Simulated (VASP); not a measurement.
A run of VASP 6.6.1 is set up as follows.

The input INCAR:

```
PREC = Accurate
ENCUT = 600
EDIFF = 1E-6
ISMEAR = -1
SIGMA = 0.1
LREAL = False
LASPH = True
NELM = 120
ALGO = Normal
ISIF = 2
LWAVE = False
LCHARG = False
GGA = PS
NBANDS = 19
GGA_COMPAT = False
```

Contents of KPOINTS:

```
regular mesh
0
Gamma
  5 5 4
```

The input POSCAR:

```
CdO2
1.0
    3.4762295800      0.0000000000      0.0000000000
   -1.7381147900      3.0105031257      0.0000000000
    0.0000000000      0.0000000000      4.1480760000
Cd O
1 2
Direct
    0.0000000000      0.0000000000      0.0000000000
    0.6666666667      0.3333333333      0.7557810000
    0.3333333333      0.6666666667      0.2442190000
```

Potentials or basis: VASP PAW PBE potentials, release 64 (Cd, O).

Command:

```console
$ cat potpaw_PBE.64/Cd/POTCAR potpaw_PBE.64/O/POTCAR > POTCAR
$ mpirun -np 1 vasp_std > vasp.out
```

(1) What does it give for the pressure?

(2) What does it give for the largest force?

(3) What does it give for the band gap on the k mesh?

Answers

(1) -9.2 GPa.

(2) 0.212 eV/Å.

(3) zero (band 12 reaches -0.46 eV, above the bottom of band 13 at -0.93 eV).

Caveat: the k points lie up to 0.42 Å⁻¹ apart; the PAW data sets were made with another functional, which shifts forces and pressure a little.
